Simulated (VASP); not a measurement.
# Ti3C in VASP: single point with r2SCAN

Aim: the single point of Ti3C with r2SCAN.

Everything below comes from runs of VASP 6.6.1. Logs are shortened: lines on timing, memory, paths and dates and some standing lists are left out, and cuts for length are marked.

### 1 The cell of the first run

The cell holds a slab with vacuum, 4 atoms: a = 2.936 Å, b = 2.936 Å, c = 23.636 Å, α = 90.00°, β = 90.00°, γ = 120.00°.

### 2 Single point, r2SCAN

Input file POSCAR:

```
Ti3C
1.0
    2.9357969418      0.0000000000      0.0000000000
   -1.4678984709      2.5424747319      0.0000000000
    0.0000000000      0.0000000000     23.6361929095
Ti C
3 1
Direct
    0.3333333333      0.6666666667      0.3596179821
    0.6672588162      0.3345176324      0.4499932282
    0.0011830237      0.0023660474      0.5613280497
   -0.3321394251     -0.6642788501      0.5946858184
```

Input file INCAR.step1:

```
  PREC = Accurate
  ENCUT = 520
  ISMEAR = 0
  SIGMA = 0.1
  LREAL = False
  LASPH = True
  NELM = 80
  LDIPOL = True
  IDIPOL = 3
  DIPOL = 0.5 0.5 0.491
  NBANDS = 28
  GGA = PE
  ALGO = Normal
  EDIFF = 1E-4
  LWAVE = True
  LCHARG = False
```

Input file INCAR.step2:

```
  PREC = Accurate
  ENCUT = 520
  EDIFF = 1E-6
  ISMEAR = 0
  SIGMA = 0.1
  LREAL = False
  LASPH = True
  NELM = 80
  ALGO = Normal
  ISIF = 2
  LWAVE = False
  LCHARG = True
  LDIPOL = True
  IDIPOL = 3
  DIPOL = 0.5 0.5 0.491
  METAGGA = R2SCAN
  LMIXTAU = True
  LELF = True
  LVHAR = True
  LVACPOTAV = True
  NBANDS = 28
  ISTART = 1
```

Input file KPOINTS:

```
regular mesh
0
Gamma
  12 12 1
```

Potentials or basis: VASP PAW PBE potentials, release 64 (Ti_sv, C).

Run with:

```console
cat potpaw_PBE.64/Ti_sv/POTCAR potpaw_PBE.64/C/POTCAR > POTCAR
cp INCAR.step1 INCAR
mpirun -np 1 vasp_std > vasp.out
cp INCAR.step2 INCAR
mpirun -np 1 vasp_std > vasp.out
```

OUTCAR:

```text
PREC = Accurate
   ENCUT = 520
   EDIFF = 1E-6
   ISMEAR = 0
   LREAL = False
   LASPH = True
   NELM = 80
   ISIF = 2
   METAGGA = R2SCAN
   ISTART = 1

 ion  position               nearest neighbor table
   1  0.333  0.667  0.360-   2 2.73   2 2.73   2 2.73
   2  0.667  0.335  0.450-   1 2.73   1 2.73   1 2.73
   3  0.001  0.002  0.561-   4 1.87   4 1.87   4 1.87
   4  0.668  0.336  0.595-   3 1.87   3 1.87   3 1.87

  LATTYP: Found a hexagonal cell.
 ALAT       =     2.9357969418
 C/A-ratio  =     8.0510312457

  Lattice vectors:

 A1 = (   2.9357969418,   0.0000000000,   0.0000000000)
 A2 = (  -1.4678984709,   2.5424747319,   0.0000000000)
 A3 = (   0.0000000000,   0.0000000000,  23.6361929095)

Analysis of symmetry for initial positions (statically):
=====================================================================
 Subroutine PRICEL returns:
 Original cell was already a primitive cell.

 Routine SETGRP: Setting up the symmetry group for a
 hexagonal supercell.

 Subroutine GETGRP returns: Found  2 space group operations
 (whereof  2 operations were pure point group operations)
 out of a pool of 24 trial point group operations.

The static configuration has the point symmetry C_1h.

Analysis of symmetry for dynamics (positions and initial velocities):
=====================================================================
 Subroutine PRICEL returns:
 Original cell was already a primitive cell.

 Routine SETGRP: Setting up the symmetry group for a
 hexagonal supercell.

 Subroutine GETGRP returns: Found  2 space group operations
 (whereof  2 operations were pure point group operations)
 out of a pool of 24 trial point group operations.

The dynamic configuration has the point symmetry C_1h.

 Subroutine INISYM returns: Found  2 space group operations
 (whereof  2 operations are pure point group operations),
 and found     1 'primitive' translations

----------------------------------------------------------------------------------------

                                     Primitive cell

  volume of cell :     176.4250

  direct lattice vectors                    reciprocal lattice vectors
     2.935796942  0.000000000  0.000000000     0.340623013  0.196658788  0.000000000
    -1.467898471  2.542474732  0.000000000     0.000000000  0.393317577  0.000000000
     0.000000000  0.000000000 23.636192910     0.000000000  0.000000000  0.042307998

  length of vectors
     2.935796942  2.935796942 23.636192910     0.393317577  0.393317577  0.042307998

  position of ions in fractional coordinates (direct lattice)
     0.333333333  0.666666667  0.359617982
     0.667258816  0.334517632  0.449993228
     0.001183024  0.002366047  0.561328050
     0.667860575  0.335721150  0.594685818

  ion indices of the primitive-cell ions
   primitive index   ion index
                 1           1
                 2           2
                 3           3
                 4           4

----------------------------------------------------------------------------------------

 KPOINTS: regular mesh

Automatic generation of k-mesh.
 Grid dimensions read from file:
 generate k-points for:   12   12    1

 Generating k-lattice:

  Cartesian coordinates                     Fractional coordinates (reciprocal lattice)
     0.028385251  0.016388232  0.000000000     0.083333333 -0.000000000  0.000000000
     0.000000000  0.032776465  0.000000000     0.000000000  0.083333333  0.000000000
     0.000000000  0.000000000  0.042307998     0.000000000  0.000000000  1.000000000

  Length of vectors
     0.032776465  0.032776465  0.042307998

  Shift w.r.t. Gamma in fractional coordinates (k-lattice)
     0.000000000  0.000000000  0.000000000

 Subroutine IBZKPT returns following result:
 ===========================================

 Found     43 irreducible k-points:

 Following reciprocal coordinates:
            Coordinates               Weight
  0.000000  0.000000  0.000000      1.000000
  0.083333  0.000000  0.000000      4.000000
  0.000000  0.083333  0.000000      2.000000
  0.166667  0.000000  0.000000      4.000000
  0.000000  0.166667  0.000000      2.000000
  0.250000 -0.000000  0.000000      4.000000
[... 16 lines left out ...]
 -0.083333  0.416667  0.000000      4.000000
 -0.416667  0.333333  0.000000      4.000000
 [... further k-points ...]
   k-points           NKPTS =     43   k-points in BZ     NKDIM =     43   number of bands    NBANDS=     28
   number of dos      NEDOS =    301   number of ions     NIONS =      4
   total plane-waves  NPLWV = 103680
   dimension x,y,z NGX =    24 NGY =   24 NGZ =  180
   dimension x,y,z NGXF=    48 NGYF=   48 NGZF=  360
   ions per type =               3   1
   NGX,Y,Z   is equivalent  to a cutoff of  13.59, 13.59, 12.66 a.u.
   NGXF,Y,Z  is equivalent  to a cutoff of  27.18, 27.18, 25.32 a.u.
 SYSTEM =  unknown system
   PREC   = accura    normal or accurate (medium, high low for compatibility)
   ISTART =      1    job   : 0-new  1-cont  2-samecut
   ICHARG =      0    charge: 1-file 2-atom 10-const
   ISPIN  =      1    spin polarized calculation?
   LNONCOLLINEAR =      F non collinear calculations
   LSORBIT =      F    spin-orbit coupling
   LASPH  =      T    aspherical Exc in radial PAW
   ENCUT  =  520.0 eV  38.22 Ry    6.18 a.u.   5.46  5.46 43.95*2*pi/ulx,y,z
   NELM   =     80;   NELMIN=  2; NELMDL=  0     # of ELM steps
   EDIFF  = 0.1E-05   stopping-criterion for ELM
   LREAL  =      F    real-space projection
   EDIFFG = 0.1E-04   stopping-criterion for IOM
   NSW    =      0    number of steps for IOM
   IBRION =     -1    ionic relax: 0-MD 1-quasi-New 2-CG
   NFREE  =      0    steps in history (QN), initial steepest desc. (CG)
   ISIF   =      2    stress and relaxation
   ISYM   =      2    0-nonsym 1-usesym 2-fastsym
   POTIM  = 0.5000    time-step for ionic-motion
   TEBEG  =    0.0;   TEEND  =   0.0 temperature during run
   PSTRESS=    0.0 pullay stress
   NELECT =      40.0000    total number of electrons
   NUPDOWN=      -1.0000    fix difference up-down
   EMIN   =  10.00;   EMAX   =-10.00  energy-range for DOS
   EFERMI =   0.00;   METHOD = LEGACY
   ISMEAR =     0;   SIGMA  =   0.10  broadening in eV -4-tet -1-fermi 0-gaus
   EFERMI_NEDOS =   21; number of points for ismear=-14 and -15
   IALGO  =     38    algorithm
   IMIX   =      4    mixing-type and parameters
     AMIX     =   0.40;   BMIX     =  1.00
     AMIX_MAG =   1.60;   BMIX_MAG =  1.00
  volume/ion in A,a.u.               =      44.11       297.64
  Fermi-wavevector in a.u.,A,eV,Ry     =   0.998255  1.886428 13.558379  0.996513
  Thomas-Fermi vector in A             =   2.130466
   LORBIT       =      0    0 simple, 1 ext, 2 COOP (PROOUT), +10 PAW based schemes
   METAGGA = R2SCAN    functional components
   LHFCALC =     F    Hartree Fock is set to
   AEXX    =    0.0000 exact exchange contribution
   IVDW    =     0    specifies the selected vdW correction
   LEPSILON=     F    determine dielectric tensor
   LRPA    =     F    only Hartree local field effects (RPA)
 non-spin polarized calculation
 Gauss-broadening in eV      SIGMA  =   0.10
  energy-cutoff  :      520.00
  volume of cell :      176.43
 maximum number of plane-waves:      4833
 NGX is ok and might be reduce to    24
   NGX = 11   NGY = 11   NGZ = 87

 number of electron      39.9999995 magnetization

 dipolmoment           0.000000      0.000000      0.092314 electrons x Angstroem

 Free energy of the ion-electron system (eV)
  ---------------------------------------------------
  ext. energy  EPLUGINS =         0.00000000
  ---------------------------------------------------
  free energy    TOTEN  =       -45.55000396 eV

  energy without entropy =      -45.53084590  energy(sigma->0) =      -45.54042493

 E-fermi :  -1.1564     XC(G=0):  -4.7170

 val. band max:       -1.1879307835   @ k =   0.3333   0.1667   0.0000
 cond. band min:      -1.1021699162   @ k =   0.2500  -0.0000   0.0000
 fundamental gap:      0.0857608674
 Fermi energy:        -1.1563857765

 k-point     1 :       0.0000    0.0000    0.0000
  band No.  band energies     occupation
      1     -60.3757      2.00000
      2     -60.1827      2.00000
      3     -58.7226      2.00000
      4     -35.8265      2.00000
      5     -35.2899      2.00000
      6     -35.2898      2.00000
[... 20 lines left out ...]
     27       1.3832      0.00000
     28       2.0104      0.00000

 k-point     2 :       0.0833    0.0000    0.0000
  band No.  band energies     occupation
      1     -60.3692      2.00000
      2     -60.1790      2.00000
      3     -58.7163      2.00000
      4     -35.8171      2.00000
      5     -35.3465      2.00000
      6     -35.2991      2.00000
[... 20 lines left out ...]
     27       1.3265      0.00000
     28       2.0225      0.00000

 k-point     3 :       0.0000    0.0833    0.0000
  band No.  band energies     occupation
      1     -60.3692      2.00000
      2     -60.1790      2.00000
      3     -58.7163      2.00000
      4     -35.8171      2.00000
      5     -35.3464      2.00000
      6     -35.2990      2.00000
[... 20 lines left out ...]
     27       1.3225      0.00000
     28       2.0237      0.00000

 k-point     4 :       0.1667    0.0000    0.0000
  band No.  band energies     occupation
      1     -60.3515      2.00000
      2     -60.1689      2.00000
      3     -58.6993      2.00000
      4     -35.7928      2.00000
      5     -35.4516      2.00000
      6     -35.3241      2.00000
[... 20 lines left out ...]
     27       1.2801      0.00000
     28       2.0366      0.00000

 k-point     5 :       0.0000    0.1667    0.0000
  band No.  band energies     occupation
      1     -60.3515      2.00000
      2     -60.1689      2.00000
      3     -58.6993      2.00000
      4     -35.7929      2.00000
      5     -35.4515      2.00000
      6     -35.3240      2.00000
[... 20 lines left out ...]
     27       1.2786      0.00000
     28       2.0367      0.00000

 k-point     6 :       0.2500   -0.0000    0.0000
  band No.  band energies     occupation
      1     -60.3269      2.00000
      2     -60.1555      2.00000
      3     -58.6759      2.00000
      4     -35.7672      2.00000
      5     -35.5785      2.00000
      6     -35.3578      2.00000
[... 463 lines left out ...]
      5     -35.6392      2.00000
      6     -35.4219      2.00000
[... 20 lines left out ...]
     27       1.8296      0.00000
     28       2.1469      0.00000

 k-point    22 :       0.3333    0.0833    0.0000
  band No.  band energies     occupation
      1     -60.2890      2.00000
      2     -60.1360      2.00000
      3     -58.6406      2.00000
      4     -35.7841      2.00000
      5     -35.7195      2.00000
      6     -35.4510      2.00000
[... 20 lines left out ...]
     27       2.1883      0.00000
     28       2.4316      0.00000

 k-point    23 :      -0.0833    0.4167    0.0000
  band No.  band energies     occupation
      1     -60.2891      2.00000
      2     -60.1359      2.00000
      3     -58.6406      2.00000
      4     -35.7840      2.00000
      5     -35.7196      2.00000
      6     -35.4509      2.00000
[... 20 lines left out ...]
     27       2.1867      0.00000
     28       2.4329      0.00000

 k-point    24 :      -0.4167    0.3333    0.0000
  band No.  band energies     occupation
      1     -60.2890      2.00000
      2     -60.1360      2.00000
      3     -58.6406      2.00000
      4     -35.7842      2.00000
      5     -35.7196      2.00000
      6     -35.4503      2.00000
[... 20 lines left out ...]
     27       2.1860      0.00000
     28       2.4315      0.00000

 [... further k-points ...]
[... 5 lines left out ...]
  --------------------------------------------------------------------------------------
  -------------------------------------------------------------------------------------
  Total        7.1462719      7.1210169      0.1703956      0.0000000     -0.0142399      0.0000000
  in kB       64.8977941     64.6684444      1.5474219      0.0000000     -0.1293180      0.0000000
  external PRESSURE =      43.7045534 kB  Pullay stress =       0.0000000 kB

 VOLUME and BASIS-vectors are now :
 -----------------------------------------------------------------------------
  energy-cutoff  :      520.00
  volume of cell :      176.43
      direct lattice vectors                 reciprocal lattice vectors
     2.935796942  0.000000000  0.000000000     0.340623013  0.196658788  0.000000000
    -1.467898471  2.542474732  0.000000000     0.000000000  0.393317577  0.000000000
     0.000000000  0.000000000 23.636192910     0.000000000  0.000000000  0.042307998

 POSITION                                       TOTAL-FORCE (eV/Angst)
 -----------------------------------------------------------------------------------
     -0.00000      1.69498      8.50000         0.000000      0.004830     -0.049812
      1.46790      0.85050     10.63613        -0.000000     -0.003425      0.047144
      0.00000      0.00602     13.26766        -0.000000     -0.000566     -0.097527
      1.46790      0.85356     14.05611        -0.000000     -0.000838      0.100195
 -----------------------------------------------------------------------------------
    total drift:                               -0.000000     -0.000216     -0.000572

  FREE ENERGIE OF THE ION-ELECTRON SYSTEM (eV)
  ---------------------------------------------------
  free  energy   TOTEN  =       -45.5500039638 eV

  energy  without entropy=      -45.5308458982  energy(sigma->0) =      -45.54042493

 vacuum level on the upper side and lower side of the slab         5.552         3.314
```

It took 18 min on 1 thread of Intel Xeon Platinum 8488C (Sapphire Rapids), shared host; peak memory 0.46 GiB.

What came out:

| Item | Value |
| --- | --- |
| Free energy | -45.5500 eV |
| Largest force | 0.100 eV/Å |
| Band gap on the k mesh | zero (bands 20 and 21 overlap by 0.44 eV) |

Forces on the atoms (eV/Å):
```
Ti   0.000  0.005 -0.050
Ti   0.000 -0.003  0.047
Ti   0.000 -0.001 -0.098
C    0.000 -0.001  0.100
```

Levels at points of the mesh, in eV from the Fermi level:
```csv
k point,band 17,band 18,band 19,band 20,band 21,band 22,band 23,band 24
"(0.00, 0.00, 0.00)",-1.67,-1.67,-0.57,0.09,0.83,0.83,0.97,0.97
"(0.50, 0.00, 0.00)",-1.55,-0.71,-0.52,0.13,0.63,1.06,1.12,1.53
"(0.00, 0.50, 0.00)",-1.55,-0.72,-0.52,0.13,0.63,1.06,1.12,1.54
```

Caveat: the PAW data sets were made with another functional, which shifts forces and pressure a little.

The gap in the log of VASP goes by the Fermi energy; the results here count the filled bands.